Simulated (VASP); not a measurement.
Here is a VASP 6.6.1 calculation.

INCAR

```
SYSTEM = BaAl2Os
ALGO = Normal
EDIFF = 1E-6
ENCUT = 520
GGA = PE
ISIF = 2
ISMEAR = 0
LASPH = .TRUE.
LCHARG = .TRUE.
LELF = .TRUE.
LREAL = .FALSE.
LVHAR = .TRUE.
LWAVE = .FALSE.
NBANDS = 20
NELM = 80
PREC = Accurate
SIGMA = 0.1
```

File KPOINTS:

```
k-points
0
G
  6 6 6
  0 0 0
```

Contents of POSCAR:

```
BaAl2Os
1.0
    2.1713043014      1.2536031229      6.0353122091
   -2.1713043014      1.2536031229      6.0353122091
    0.0000000000     -2.5072062458      6.0353122090
Ba Al Os
1 2 1
Direct
    0.0000000000      0.0000000000      0.0000000000
    0.1939930362      0.1939930362      0.1939930362
    0.8060069638      0.8060069638      0.8060069638
    0.5000000000      0.5000000000      0.5000000000
```

Potentials or basis: VASP PAW PBE potentials, release 64 (Ba_sv, Al, Os).

Launch:

```bash
$ cat potpaw_PBE.64/Ba_sv/POTCAR potpaw_PBE.64/Al/POTCAR potpaw_PBE.64/Os/POTCAR > POTCAR
$ mpirun -np 1 vasp_std > vasp.out
```

(1) Predict the pressure.

(2) What does it give for the band gap on the k mesh?

(3) Estimate the largest force.

Results:

(1) 0.3 GPa.

(2) zero (bands 12 and 13 overlap by 1.68 eV).

(3) 0.004 eV/Å.

Caveat: spin-orbit coupling is left out, which moves the levels of the heavy elements.
